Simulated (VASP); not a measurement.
TiAl, 4 atoms in the cell. It takes space group Imm2 (No. 44, orthorhombic). The conventional cell has a = 2.812 Å, b = 9.180 Å, c = 4.871 Å, α = 90.00°, β = 90.00°, γ = 90.00°. Within 3.6 Å of Ti (site symmetry m) lie 6 Al at 2.76 to 2.86 Å and 6 Ti at 2.81 Å. Al (site symmetry mm2) has 6 Al at 2.71 to 2.91 Å and 6 Ti at 2.76 to 2.84 Å within 3.6 Å. Within 3.6 Å of Al (site symmetry mm2) lie 6 Al at 2.71 to 2.91 Å and 6 Ti at 2.78 to 2.86 Å.  This cell differs from its parent crystal: atoms displaced along a vibrational mode.

- Program: VASP 6.6.1
- Task: single point
- Functional: LDA
- Potentials or basis: VASP PAW LDA potentials, release 64 (Ti_sv, Al)
- Cutoff: 520 eV
- k mesh: 16 × 16 × 16
- Occupations: gaussian, width 0.15 eV
- Spin: no spin polarisation
- Dipole correction: no
- Further INCAR settings: ALGO = Fast; EDIFF = 1e-07; NBANDS = 23

Potentials or basis: VASP PAW LDA potentials, release 64 (Ti_sv, Al).

Run with:

```sh
$ cat potpaw_LDA.64/Ti_sv/POTCAR potpaw_LDA.64/Al/POTCAR > POTCAR
$ mpirun -np 1 vasp_std > vasp.out
```

Hardware: 1 thread of AMD EPYC 9R45 96-Core Processor (Zen 5), with other jobs on the host.

**Question.** Estimate the wall time of this run.

**Answer.** It took 21 min on 1 thread of AMD EPYC 9R45 96-Core Processor (Zen 5), on a shared host, peak memory 0.74 GiB. Counts: scf iterations 38, k points 621.
